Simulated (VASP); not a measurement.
Runs of VASP 6.6.1 on NbTe. The structure is that of space group P-6m2 (No. 187), or close to it. The cells are those of the table. 

```csv
cell,gap on the mesh (eV),pressure (GPa)
"a = 3.601, b = 3.601, c = 3.593 Å, angles 90.0, 90.0, 120.0°, 2 atoms",none,(a)
"a = 3.752, b = 3.752, c = 3.743 Å, angles 90.0, 90.0, 120.0°, 2 atoms",none,-5.0
"a = 3.799, b = 3.799, c = 3.790 Å, angles 90.0, 90.0, 120.0°, 2 atoms",none,-8.4
"a = 3.703, b = 3.703, c = 3.694 Å, angles 90.0, 90.0, 120.0°, 2 atoms",none,(b)
"a = 3.653, b = 3.653, c = 3.644 Å, angles 90.0, 90.0, 120.0°, 2 atoms",none,4.5
```

Alike in all rows: task single point; level PBE; potentials or basis VASP PAW PBE potentials, release 64 (Nb_sv, Te); no spin polarisation; k mesh 9 × 9 × 8; cutoff (eV) 520; smearing fermi-dirac 0.05 eV.

Task: Fill in the values left out.

Result: (a) 11.2; (b) -0.8.

Caveats: spin-orbit coupling is left out, which moves the levels of the heavy elements.

A k mesh can miss the band edges, and the runs leave out spin-orbit coupling on Nb, Te.

A gap of «none» marks levels without a gap at the run's occupations.
